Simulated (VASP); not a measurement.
# YbB2 (P6/mmm) in VASP: a series of runs, part 3 of 3

VASP 6.6.1.

### Step 5. Relaxation of shape and atoms at fixed volume, PBE (11.23 Å³/atom)

This run uses another cell than the first one, of 11.23 Å³/atom.

File INCAR:

```
SYSTEM = YbB2
ALGO     = Normal         ! electronic algorithm
EDIFF    = 1E-6           ! SCF threshold, eV
EDIFFG   = -0.01          ! ionic threshold
ENCUT    = 600            ! plane-wave cutoff, eV
GGA      = PE             ! functional
IBRION   = 2              ! ionic algorithm
ISIF     = 4              ! what is computed and relaxed
ISMEAR   = 0              ! smearing method
LASPH    = .TRUE.         ! aspherical terms in the spheres
LCHARG   = .FALSE.        ! write CHGCAR
LREAL    = .FALSE.        ! projectors in reciprocal space
LWAVE    = .FALSE.        ! write WAVECAR
NELM     = 60             ! most SCF steps
NSW      = 50             ! ionic steps
PREC     = Accurate       ! precision mode
SIGMA    = 0.1            ! smearing width, eV
```

File KPOINTS:

```
k-points
0
G
  15 15 12
  0 0 0
```

File POSCAR:

```
YbB2
1.0
    3.1965872373      0.0000000000      0.0000000000
   -1.5982936187      2.7683257529      0.0000000000
    0.0000000000      0.0000000000      3.8070854602
Yb B
1 2
Direct
    0.0000000000      0.0000000000      0.0000000000
    0.3333333333      0.6666666667      0.5000000000
    0.6666666667      0.3333333333      0.5000000000
```

The run is started by

```
cat potpaw_PBE.64/Yb/POTCAR potpaw_PBE.64/B/POTCAR > POTCAR
mpirun -np 1 vasp_std > vasp.out
```

It took 7 min on 1 thread of AMD EPYC 9R45 (Zen 5), shared host; peak memory 0.29 GiB.

It converged, with:

```
Free energy               : -18.1263 eV
Energy gained by relaxing : 0.0 meV/atom
Ionic steps               : 4
Pressure after relaxing   : 5.8 GPa
Band gap on the k mesh    : zero (bands 15 and 16 overlap by 1.33 eV)
```

Stress tensor (GPa, compression positive):
```
5.80 0.00 0.00
0.00 5.80 0.00
0.00 0.00 5.92
```

Final structure:
```cif
data_structure
_symmetry_space_group_name_H-M 'P 1'
_symmetry_Int_Tables_number 1
_cell_length_a 3.1988
_cell_length_b 3.1988
_cell_length_c 3.8018
_cell_angle_alpha 90.000
_cell_angle_beta 90.000
_cell_angle_gamma 120.000
_cell_volume 33.69
loop_
_atom_site_label
_atom_site_type_symbol
_atom_site_fract_x
_atom_site_fract_y
_atom_site_fract_z
_atom_site_occupancy
Yb1 Yb 0.00000 0.00000 0.00000 1
B1 B 0.33333 0.66667 0.50000 1
B2 B 0.66667 0.33333 0.50000 1
```

Levels at points of the mesh, in eV from the Fermi level:
| k point | band 12 | band 13 | band 14 | band 15 | band 16 | band 17 | band 18 | band 19 |
| --- | --- | --- | --- | --- | --- | --- | --- | --- |
| (0.00, 0.00, 0.00) | -0.39 | -0.36 | -0.36 | -0.35 | 0.07 | 6.61 | 6.61 | 6.74 |
| (0.00, 0.00, 0.50) | -0.31 | -0.31 | 1.03 | 1.03 | 3.67 | 3.67 | 4.06 | 4.14 |

Caveat: spin-orbit coupling is left out, which moves the levels of the heavy elements. Spin polarisation is off, so any magnetic state and its effect on volume and gap are missing.

### Step 6. Relaxation of shape and atoms at fixed volume, PBE (11.92 Å³/atom)

This run uses another cell than the first one, of 11.92 Å³/atom.

File INCAR:

```
  PREC = Accurate
  ENCUT = 600
  EDIFF = 1E-7
  ISMEAR = 0
  SIGMA = 0.1
  LREAL = False
  LASPH = True
  NELM = 80
  ALGO = Normal
  ISIF = 4
  LWAVE = False
  LCHARG = False
  GGA = PE
  IBRION = 2
  NSW = 50
  EDIFFG = -0.01
```

File KPOINTS:

```
Automatic mesh
0
Gamma
  15 15 12
```

File POSCAR:

```
YbB2
1.0
    3.2611821606      0.0000000000      0.0000000000
   -1.6305910803      2.8242665975      0.0000000000
    0.0000000000      0.0000000000      3.8840170048
Yb B
1 2
Direct
    0.0000000000      0.0000000000      0.0000000000
    0.3333333333      0.6666666667      0.5000000000
    0.6666666667      0.3333333333      0.5000000000
```

Potentials or basis: VASP PAW PBE potentials, release 64 (Yb, B).

The run is started by

```
cat potpaw_PBE.64/Yb/POTCAR potpaw_PBE.64/B/POTCAR > POTCAR
mpirun -np 1 vasp_std > vasp.out
```

Wall time 5.1 min (1 thread of AMD EPYC 9R45 (Zen 5), shared host); peak memory 0.3 GiB.

Results (log left out):

* Free energy: -18.1329 eV
* Energy gained by relaxing: 0.0 meV/atom
* Ionic steps: 2
* Pressure after relaxing: -4.0 GPa
* Band gap on the k mesh: zero (bands 15 and 16 overlap by 1.23 eV)

Stress tensor (GPa, compression positive):
```
-4.00  0.00  0.00
 0.00 -4.00  0.00
 0.00  0.00 -3.91
```

The path:
```
step  energy change (eV)  largest force (eV/Å)  pressure (GPa)  volume (Å³)
   1              0.0000                0.0000           -3.67        35.77
   2             -0.0001                0.0000           -3.97        35.77
```

Final structure:
```
Yb B
1.0
     3.25894    0.00000    0.00000
    -1.62947    2.82233    0.00000
     0.00000    0.00000    3.88936
Yb B
1 2
Direct
  0.00000 0.00000 0.00000
  0.33333 0.66667 0.50000
  0.66667 0.33333 0.50000
```

Levels at points of the mesh, in eV from the Fermi level:
| k point | band 12 | band 13 | band 14 | band 15 | band 16 | band 17 | band 18 | band 19 |
| --- | --- | --- | --- | --- | --- | --- | --- | --- |
| (0.00, 0.00, 0.00) | -0.35 | -0.32 | -0.30 | -0.30 | 0.03 | 6.24 | 6.32 | 6.32 |
| (0.00, 0.00, 0.50) | -0.28 | -0.28 | 0.96 | 0.96 | 3.65 | 3.65 | 3.85 | 4.08 |

Caveat: spin-orbit coupling is left out, which moves the levels of the heavy elements.

### Step 7. Overview

| cell | gap on the mesh (eV) | pressure (GPa) |
| --- | --- | --- |
| relaxed from a = 3.289, b = 3.289, c = 3.929 Å, angles 90.0, 90.0, 120.0°, 3 atoms | none | -7.4 |
| relaxed from a = 3.318, b = 3.318, c = 3.972 Å, angles 90.0, 90.0, 120.0°, 3 atoms | none | -10.4 |
| relaxed from a = 3.166, b = 3.166, c = 3.761 Å, angles 90.0, 90.0, 120.0°, 3 atoms | none | 10.4 |
| relaxed from a = 3.197, b = 3.197, c = 3.807 Å, angles 90.0, 90.0, 120.0°, 3 atoms | none | 5.8 |
| relaxed from a = 3.261, b = 3.261, c = 3.884 Å, angles 90.0, 90.0, 120.0°, 3 atoms | none | -4.0 |

Alike in all rows: task relaxation of shape and atoms at fixed volume; level PBE; potentials or basis VASP PAW PBE potentials, release 64 (Yb, B); no spin polarisation; k mesh 15 × 15 × 12; cutoff (eV) 600; smearing gaussian 0.1 eV.

Caveats: spin-orbit coupling is left out, which moves the levels of the heavy elements.

Total energies depend on the potentials used, so only differences within one code and one set of settings carry meaning.
